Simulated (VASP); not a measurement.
# Sr2TlO2 (P-3m1) in VASP: a series of runs, part 2 of 2

VASP 6.6.1.

**3. Single point, PBE**

This run uses another cell than the first one, of 27.02 Å³/atom.

INCAR reads:

```
SYSTEM = Sr2TlO2
PREC = Accurate ; ENCUT = 600
EDIFF = 1E-6 ; ISMEAR = 0
SIGMA = 0.1 ; LREAL = .False.
LASPH = .True. ; NELM = 120
ALGO = Normal ; ISIF = 2
LWAVE = .False. ; LCHARG = .False.
GGA = PE ; NBANDS = 30
GGA_COMPAT = .False.
```

KPOINTS reads:

```
Automatic mesh
0
Gamma
  6 6 4
  0 0 0
```

POSCAR reads:

```
Sr2TlO2
1.0
    4.1249507456      0.0000000000      0.0000000000
   -2.0624753728      3.5723121351      0.0000000000
    0.0000000000      0.0000000000      9.1688493164
Sr Tl O
2 1 2
Direct
    0.3333333333      0.6666666667      0.3553432180
    0.6666666667      0.3333333333      0.6446567820
    0.0000000000      0.0000000000      0.0000000000
    0.3333333333      0.6666666667      0.6277215083
    0.6666666667      0.3333333333      0.3722784917
```

Potentials or basis: VASP PAW PBE potentials, release 64 (Sr_sv, Tl_d, O).

Launch:

```bash
> cat potpaw_PBE.64/Sr_sv/POTCAR potpaw_PBE.64/Tl_d/POTCAR potpaw_PBE.64/O/POTCAR > POTCAR
> mpirun -np 1 vasp_std > vasp.out
```

OUTCAR:

```text
SYSTEM = Sr2TlO2
   PREC = Accurate
   ENCUT = 600
   EDIFF = 1E-6
   ISMEAR = 0
   LREAL = .False.
   LASPH = .True.
   NELM = 120
   ISIF = 2
   GGA = PE

 ion  position               nearest neighbor table
   1  0.333  0.667  0.355-   5 2.39   5 2.39   5 2.39   4 2.50   2 3.56   2 3.56   2 3.56   3 4.04
                             3 4.04   3 4.04
   2  0.667  0.333  0.645-   4 2.39   4 2.39   4 2.39   5 2.50   1 3.56   1 3.56   1 3.56   3 4.04
                             3 4.04   3 4.04
   3  0.000  0.000  0.000-   1 4.04   2 4.04   2 4.04   1 4.04   2 4.04   1 4.04
   4  0.333  0.667  0.628-   2 2.39   2 2.39   2 2.39   1 2.50
   5  0.667  0.333  0.372-   1 2.39   1 2.39   1 2.39   2 2.50

  LATTYP: Found a hexagonal cell.
 ALAT       =     4.1249507456
 C/A-ratio  =     2.2227778904

  Lattice vectors:

 A1 = (   4.1249507456,   0.0000000000,   0.0000000000)
 A2 = (  -2.0624753728,   3.5723121351,   0.0000000000)
 A3 = (   0.0000000000,   0.0000000000,   9.1688493164)

Analysis of symmetry for initial positions (statically):
=====================================================================
 Subroutine PRICEL returns:
 Original cell was already a primitive cell.

 Routine SETGRP: Setting up the symmetry group for a
 hexagonal supercell.

 Subroutine GETGRP returns: Found 12 space group operations
 (whereof 12 operations were pure point group operations)
 out of a pool of 24 trial point group operations.

The static configuration has the point symmetry D_3d.

Analysis of symmetry for dynamics (positions and initial velocities):
=====================================================================
 Subroutine PRICEL returns:
 Original cell was already a primitive cell.

 Routine SETGRP: Setting up the symmetry group for a
 hexagonal supercell.

 Subroutine GETGRP returns: Found 12 space group operations
 (whereof 12 operations were pure point group operations)
 out of a pool of 24 trial point group operations.
[... 126 lines left out ...]
     AMIX_MAG =   1.60;   BMIX_MAG =  1.00
  volume/ion in A,a.u.               =      27.02       182.35
  Fermi-wavevector in a.u.,A,eV,Ry     =   1.134797  2.144455 17.521082  1.287763
  Thomas-Fermi vector in A             =   2.271501
   LORBIT       =      0    0 simple, 1 ext, 2 COOP (PROOUT), +10 PAW based schemes
   GGA     = PE    functional components
   LHFCALC =     F    Hartree Fock is set to
   AEXX    =    0.0000 exact exchange contribution
   IVDW    =     0    specifies the selected vdW correction
   LEPSILON=     F    determine dielectric tensor
   LRPA    =     F    only Hartree local field effects (RPA)
 non-spin polarized calculation
 Gauss-broadening in eV      SIGMA  =   0.10
  energy-cutoff  :      600.00
  volume of cell :      135.11
 maximum number of plane-waves:      4543
 NGX is ok and might be reduce to    36
   NGX = 17   NGY = 17   NGZ = 37

 number of electron      45.0000000 magnetization

 Free energy of the ion-electron system (eV)
  ---------------------------------------------------
  ext. energy  EPLUGINS =         0.00000000
  ---------------------------------------------------
  free energy    TOTEN  =       -24.75546875 eV

  energy without entropy =      -24.74877179  energy(sigma->0) =      -24.75212027

 E-fermi :   1.9727     XC(G=0):  -8.3743

 val. band max:        1.9346051545   @ k =   0.0000   0.0000   0.2500
 cond. band min:       1.9917458897   @ k =   0.3333   0.3333   0.0000
 fundamental gap:      0.0571407352
 Fermi energy:         1.9727405514

 k-point     1 :       0.0000    0.0000    0.0000
  band No.  band energies     occupation
      1     -31.3700      2.00000
      2     -31.2819      2.00000
      3     -14.7065      2.00000
      4     -14.2231      2.00000
      5     -13.3889      2.00000
      6     -13.3889      2.00000
[... 781 lines left out ...]
     29       6.7885      0.00000
     30       8.2179      0.00000

------------------------ aborting loop because EDIFF is reached ----------------------------------------

  FORCE on cell =-STRESS in cart. coord.  units (eV):
  Direction    XX          YY          ZZ          XY          YZ          ZX
  --------------------------------------------------------------------------------------
  -------------------------------------------------------------------------------------
  Total        0.3738569      0.3738569      0.2597435      0.0000000      0.0000000      0.0000000
  in kB        4.4333604      4.4333604      3.0801528      0.0000000      0.0000000      0.0000000
  external PRESSURE =       3.9822912 kB  Pullay stress =       0.0000000 kB

 VOLUME and BASIS-vectors are now :
 -----------------------------------------------------------------------------
  energy-cutoff  :      600.00
  volume of cell :      135.11
      direct lattice vectors                 reciprocal lattice vectors
     4.124950746  0.000000000  0.000000000     0.242427137  0.139965373  0.000000000
    -2.062475373  3.572312135  0.000000000     0.000000000  0.279930746  0.000000000
     0.000000000  0.000000000  9.168849316     0.000000000  0.000000000  0.109064940

 POSITION                                       TOTAL-FORCE (eV/Angst)
 -----------------------------------------------------------------------------------
     -0.00000      2.38154      3.25809        -0.000000     -0.000000     -0.048590
      2.06248      1.19077      5.91076         0.000000      0.000000      0.048590
      0.00000      0.00000      0.00000        -0.000000      0.000000      0.000000
     -0.00000      2.38154      5.75548        -0.000000     -0.000000      0.013739
      2.06248      1.19077      3.41337         0.000000      0.000000     -0.013739
 -----------------------------------------------------------------------------------
    total drift:                                0.000000      0.000000      0.000000

  FREE ENERGIE OF THE ION-ELECTRON SYSTEM (eV)
  ---------------------------------------------------
  free  energy   TOTEN  =       -24.7554687480 eV

  energy  without entropy=      -24.7487717931  energy(sigma->0) =      -24.75212027
```

OSZICAR:

```text
N       E                     dE             d eps       ncg     rms          rms(c)
DAV:   1     0.329499675041E+03    0.32950E+03   -0.24034E+04  1440   0.150E+03
DAV:   2    -0.639164109746E+01   -0.33589E+03   -0.32666E+03  1864   0.339E+02
DAV:   3    -0.324197099524E+02   -0.26028E+02   -0.25866E+02  2092   0.827E+01
DAV:   4    -0.333755969046E+02   -0.95589E+00   -0.94988E+00  2168   0.138E+01
DAV:   5    -0.334166417592E+02   -0.41045E-01   -0.41039E-01  1882   0.187E+00    0.291E+01
DAV:   6    -0.254367001582E+02    0.79799E+01   -0.41461E+01  1656   0.259E+01    0.309E+01
DAV:   7    -0.252110094772E+02    0.22569E+00   -0.33729E+00  1808   0.818E+00    0.169E+01
DAV:   8    -0.248216664992E+02    0.38934E+00   -0.12761E+00  1670   0.545E+00    0.376E+00
DAV:   9    -0.247526796925E+02    0.68987E-01   -0.48997E-01  1882   0.236E+00    0.119E+00
DAV:  10    -0.247704833889E+02   -0.17804E-01   -0.19706E-01  1666   0.170E+00    0.905E-01
DAV:  11    -0.247547526848E+02    0.15731E-01   -0.11199E-01  1908   0.116E+00    0.165E-01
DAV:  12    -0.247553594951E+02   -0.60681E-03   -0.43645E-03  1752   0.289E-01    0.657E-02
DAV:  13    -0.247554695369E+02   -0.11004E-03   -0.44162E-04  1762   0.107E-01    0.423E-02
DAV:  14    -0.247554667473E+02    0.27895E-05   -0.13314E-04  2052   0.411E-02    0.233E-02
DAV:  15    -0.247554684471E+02   -0.16998E-05   -0.11614E-05  1658   0.155E-02    0.874E-03
DAV:  16    -0.247554687480E+02   -0.30089E-06   -0.18911E-06  1286   0.701E-03
   1 F= -.24755469E+02 E0= -.24752120E+02  d E =-.669695E-02
```

stdout:

```text
POSCAR found type information on POSCAR SrTlO
 POSCAR found :  3 types and       5 ions
 scaLAPACK will be used
 LDA part: xc-table for (Slater+PW92), standard interpolation
 POSCAR, INCAR and KPOINTS ok, starting setup
 FFT: planning ... GRIDC
 FFT: planning ... GRID_SOFT
 FFT: planning ... GRID
 WAVECAR not read
 entering main loop
```

Run time: 1.9 min. Hardware: 1 thread of AMD EPYC 9R45 (Zen 5), shared host; peak memory 0.34 GiB.

Results:

```yaml
Free_energy: -24.7555 eV
Pressure: 0.4 GPa
Largest_force: 0.049 eV/Å
Band_gap_on_the_k_mesh: zero (an odd number of electrons rules out a gap without spin polarisation)
```

Forces in eV/Å, atoms in the order of the input:
```
Sr   0.000  0.000 -0.049
Sr   0.000  0.000  0.049
Tl   0.000  0.000  0.000
O    0.000  0.000  0.014
O    0.000  0.000 -0.014
```

Levels at points of the mesh, in eV from the Fermi level:
| k point | band 20 | band 21 | band 22 | band 23 | band 24 | band 25 |
| --- | --- | --- | --- | --- | --- | --- |
| (0.00, 0.00, 0.00) | -2.00 | -1.98 | -1.69 | 0.37 | 2.69 | 4.86 |
| (0.50, 0.00, 0.00) | -1.57 | -1.31 | -1.10 | -0.99 | 1.28 | 2.97 |
| (0.00, 0.00, 0.50) | -2.00 | -1.80 | -1.40 | -0.49 | 3.65 | 4.43 |
| (0.50, 0.00, 0.50) | -1.72 | -1.31 | -1.10 | -0.70 | 1.11 | 3.07 |

Caveat: spin-orbit coupling is left out, which moves the levels of the heavy elements; an odd number of electrons without spin polarisation forces a metal; a magnetic or distorted state may lie lower.

**4. Relaxation of cell and atoms, PBE**

INCAR reads:

```
SYSTEM = Sr2TlO2
PREC     = Accurate       ! precision mode
ENCUT    = 600            ! plane-wave cutoff, eV
EDIFF    = 1E-7           ! SCF threshold, eV
ISMEAR   = 0              ! smearing method
SIGMA    = 0.1            ! smearing width, eV
LREAL    = .False.        ! projectors in reciprocal space
LASPH    = .True.         ! aspherical terms in the spheres
NELM     = 120            ! most SCF steps
ALGO     = Normal         ! electronic algorithm
ISIF     = 3              ! what is computed and relaxed
LWAVE    = .False.        ! write WAVECAR
LCHARG   = .False.        ! write CHGCAR
GGA      = PE             ! functional
IBRION   = 2              ! ionic algorithm
NSW      = 90             ! ionic steps
EDIFFG   = -0.04          ! ionic threshold
GGA_COMPAT= .False.      
NELMIN   = 4
```

KPOINTS is that of step 3.

POSCAR reads:

```
Sr2TlO2
1.0
    4.5086481255      0.0000000000      0.0000000000
   -2.2543240627      3.9046038134      0.0000000000
    0.0000000000      0.0000000000      7.2287947371
Sr Tl O
2 1 2
Direct
    0.3333333333      0.6666666667      0.3694400000
    0.6666666667      0.3333333333      0.6305600000
    0.0000000000      0.0000000000      0.0000000000
    0.3333333333      0.6666666667      0.7679300000
    0.6666666667      0.3333333333      0.2320700000
```

Launch:

```bash
> cat potpaw_PBE.64/Sr_sv/POTCAR potpaw_PBE.64/Tl_d/POTCAR potpaw_PBE.64/O/POTCAR > POTCAR
> mpirun -np 1 vasp_std > vasp.out
```

Wall time 14 min (1 thread of AMD EPYC 9R45 (Zen 5), shared host); peak memory 0.32 GiB.

The run converged. Its results:

* Free energy: -24.7329 eV
* Relaxed volume: 26.64 Å³/atom
* Relaxed cell: a = 4.142 Å, b = 4.142 Å, c = 8.965 Å, α = 90.00°, β = 90.00°, γ = 120.00°
* Space group after relaxing (to 0.1 Å): P-3m1 (No. 164)
* Energy gained by relaxing: 721.3 meV/atom
* Ionic steps: 16
* Pressure after relaxing: -0.1 GPa
* Largest force after relaxing: 0.027 eV/Å
* Band gap on the k mesh: zero (an odd number of electrons rules out a gap without spin polarisation)

Forces in eV/Å, atoms in the order of the input:
```
Sr   0.000  0.000 -0.006
Sr   0.000  0.000  0.006
Tl   0.000  0.000  0.000
O    0.000  0.000 -0.027
O    0.000  0.000  0.027
```

The path:
| step | energy change (eV) | largest force (eV/Å) | pressure (GPa) | volume (Å³) |
| --- | --- | --- | --- | --- |
| 1 | 0.0000 | 2.2006 | -5.51 | 127.26 |
| 2 | -1.0418 | 1.6487 | -1.17 | 111.81 |
| 3 | -1.2879 | 1.1482 | 5.68 | 100.68 |
| 4 | -1.8733 | 1.2378 | 3.43 | 106.11 |
| 5 | -2.2302 | 0.9213 | -0.08 | 113.93 |
| 6 | -2.5494 | 1.1894 | -0.86 | 116.88 |
| 7 | -2.7849 | 1.7679 | -1.71 | 121.10 |
| 8 | -3.1516 | 1.3263 | 0.94 | 117.57 |
| 9 | -3.2336 | 0.9744 | 3.36 | 115.19 |
| 10 | -3.5262 | 0.4191 | 0.91 | 123.71 |
| 11 | -3.5909 | 0.1731 | -0.16 | 130.20 |
| 12 | -3.5911 | 0.1749 | -0.20 | 130.51 |
| 13 | -3.5983 | 0.1294 | 0.12 | 130.67 |
| 14 | -3.6012 | 0.1431 | 0.49 | 130.83 |
| 15 | -3.6061 | 0.0502 | 0.11 | 132.45 |
| 16 | -3.6066 | 0.0270 | -0.07 | 133.21 |

Final structure:
```
Sr Tl O
1.0
     4.14208    0.00000    0.00000
    -2.07104    3.58715    0.00000
     0.00000    0.00000    8.96532
Sr Tl O
2 1 2
Direct
  0.33333 0.66667 0.35205
  0.66667 0.33333 0.64795
  0.00000 0.00000 0.00000
  0.33333 0.66667 0.63162
  0.66667 0.33333 0.36838
```

Levels at points of the mesh, in eV from the Fermi level:
| k point | band 19 | band 20 | band 21 | band 22 | band 23 | band 24 | band 25 | band 26 |
| --- | --- | --- | --- | --- | --- | --- | --- | --- |
| (0.00, 0.00, 0.00) | -2.07 | -2.07 | -2.05 | -1.75 | 0.44 | 2.67 | 4.74 | 4.74 |
| (0.50, 0.00, 0.00) | -1.89 | -1.64 | -1.41 | -1.20 | -0.98 | 1.26 | 2.86 | 4.00 |
| (0.00, 0.00, 0.50) | -2.08 | -2.08 | -1.87 | -1.44 | -0.46 | 3.62 | 4.49 | 4.74 |
| (0.50, 0.00, 0.50) | -1.89 | -1.79 | -1.40 | -1.21 | -0.66 | 1.07 | 2.98 | 4.10 |

Caveat: a cell axis changed by over 15 % at a fixed basis, so the end point is rough; spin-orbit coupling is left out, which moves the levels of the heavy elements; an odd number of electrons without spin polarisation forces a metal; a magnetic or distorted state may lie lower.

**5. Overview**

| task | cell | gap on the mesh (eV) | pressure (GPa) | largest force (eV/Å) |
| --- | --- | --- | --- | --- |
| single point | a = 4.509, b = 4.509, c = 7.229 Å, angles 90.0, 90.0, 120.0°, 5 atoms, atomic positions A | none | -5.5 | 2.20 |
| single point | a = 4.125, b = 4.125, c = 9.169 Å, angles 90.0, 90.0, 120.0°, 5 atoms, atomic positions B | none | 0.4 | 0.05 |
| relaxation of cell and atoms | relaxed from a = 4.509, b = 4.509, c = 7.229 Å, angles 90.0, 90.0, 120.0°, 5 atoms, atomic positions A | none | -0.1 | 0.03 |

Alike in all rows: level PBE; potentials or basis VASP PAW PBE potentials, release 64 (Sr_sv, Tl_d, O); no spin polarisation; k mesh 6 × 6 × 4; cutoff (eV) 600; smearing gaussian 0.1 eV.

Caveats: spin-orbit coupling is left out, which moves the levels of the heavy elements; an odd number of electrons without spin polarisation forces a metal; a magnetic or distorted state may lie lower; the cell stands under tension (at least some runs); a cell axis changed by over 15 % at a fixed basis, so the end point is rough (at least some runs).

Absolute energies hang on the potentials; compare differences alone.
